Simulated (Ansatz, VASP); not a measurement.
# In2O3 in VASP and in Ansatz

Contents of INCAR:

```
SYSTEM = In2O3
PREC = Accurate
ENCUT = 520
EDIFF = 1E-8
ISMEAR = -1
SIGMA = 0.02
LREAL = .False.
LASPH = .True.
NELM = 80
ALGO = Normal
ISIF = 2
LWAVE = .False.
LCHARG = .False.
GGA = PE
LEFG = .True.
NBANDS = 55
```

Contents of KPOINTS:

```
regular mesh
0
Gamma
  4 4 4
  0 0 0
```

File POSCAR:

```
In2O3
1.0
    2.7435000000      1.5839604635      4.8366666667
   -2.7435000000      1.5839604635      4.8366666667
    0.0000000000     -3.1679209270      4.8366666667
In O
4 6
Direct
    0.3579101234      0.3579101234      0.3579101234
    0.1420898766      0.1420898766      0.1420898766
    0.6420898766      0.6420898766      0.6420898766
    0.8579101234      0.8579101234      0.8579101234
    0.5459308203      0.9540691797      0.2500000000
    0.2500000000      0.5459308203      0.9540691797
    0.9540691797      0.2500000000      0.5459308203
    0.4540691797      0.0459308203      0.7500000000
    0.7500000000      0.4540691797      0.0459308203
    0.0459308203      0.7500000000      0.4540691797
```

Input for Ansatz:

```yaml
crystal:
  lattice:
    - [2.7435, 1.5839604635, 4.8366666667]
    - [-2.7435, 1.5839604635, 4.8366666667]
    - [0.0, -3.167920927, 4.8366666667]
  atoms:
    - { symbol: In, position: [0.3579101234, 0.3579101234, 0.3579101234] }
    - { symbol: In, position: [0.1420898766, 0.1420898766, 0.1420898766] }
    - { symbol: In, position: [0.6420898766, 0.6420898766, 0.6420898766] }
    - { symbol: In, position: [0.8579101234, 0.8579101234, 0.8579101234] }
    - { symbol: O, position: [0.5459308203, 0.9540691797, 0.25] }
    - { symbol: O, position: [0.25, 0.5459308203, 0.9540691797] }
    - { symbol: O, position: [0.9540691797, 0.25, 0.5459308203] }
    - { symbol: O, position: [0.4540691797, 0.0459308203, 0.75] }
    - { symbol: O, position: [0.75, 0.4540691797, 0.0459308203] }
    - { symbol: O, position: [0.0459308203, 0.75, 0.4540691797] }
kpoints:
  mp_grid: { grid: [4, 4, 4] }
scf:
  occupations: { method: fermi_dirac, width: 0.02 }
hamiltonian:
  xc: pbe
  pseudopotentials: { kind: paw }
output:
  forces: true
  stress: true
  populations: true
  efg:
    quadrupole_moments_barn: { In: 0.772, O: -0.02558 }
    contact_densities: true
basis:
  ecutwfc: "40.4 Ry"
```

Alike in both runs: task electric field gradients; functional PBE; k mesh 4 × 4 × 4; occupations fermi-dirac, width 0.02 eV; no spin polarisation.

|  | VASP | Ansatz |
| --- | --- | --- |
| version | VASP 6.6.1 | Ansatz 0.2.0 |
| potentials or method | VASP PAW PBE potentials, release 64 (In_d, O), cutoff 520 eV | plane-wave PAW, scalar-relativistic |
| valence electrons in the cell | 88 | 88 |

|  | VASP | Ansatz | Ansatz less VASP |
| --- | --- | --- | --- |
| gap on the k mesh at the Fermi level (eV) | 1.29 | 1.30 | +0.009 |
| pressure (GPa) | 8.8 | 8.3 | -0.55 |
| traceless stress, the component that is largest in VASP (GPa) | -1.25 | -1.13 | +0.121 |
| rms of the force components (eV/Å) | 0.012 | 0.007 | -0.0050 |
| size of Vzz on the site where it differs most (V/Å²) | 45.8 | 48.3 | +2.46 |

Atom by atom the forces differ by 0.005 eV/Å (rms over components).
